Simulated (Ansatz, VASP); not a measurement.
## Two plane-wave programs on BeS

```
CELL_PARAMETERS angstrom
0.00000 2.42500 2.46137
2.42500 0.00000 2.46137
2.42500 2.42500 0.00000
ATOMIC_POSITIONS crystal
Be 0.00000 0.00000 0.00000
S 0.75000 0.75000 0.75000
```

Change from the starting cell: strain +0.000 along x and y, +0.015 along z, atoms carried along.

Alike in both runs: task single point; functional r2SCAN; k mesh 8 × 8 × 8; occupations gaussian, width 0.05 eV; no spin polarisation.

|  | VASP | Ansatz |
| --- | --- | --- |
| version | VASP 6.6.1 | Ansatz 0.2.0 |
| potentials or method | VASP PAW PBE potentials, release 64 (Be, S), cutoff 520 eV | scalar-relativistic, plane waves, PAW |
| valence electrons in the cell | 8 | 8 |

```csv
,VASP,Ansatz,Ansatz less VASP
gap on the k mesh at the Fermi level (eV),3.54,3.53,-0.009
least direct gap on the mesh (eV),6.23,6.20,-0.030
pressure (GPa),-0.1,-0.3,-0.27
"traceless stress, the component that is largest in VASP (GPa)",-1.01,-1.03,-0.015
```

VASP's potentials were made for PBE, not for r2SCAN. With one functional, cell and mesh, what is left measures potentials, basis and numerics.
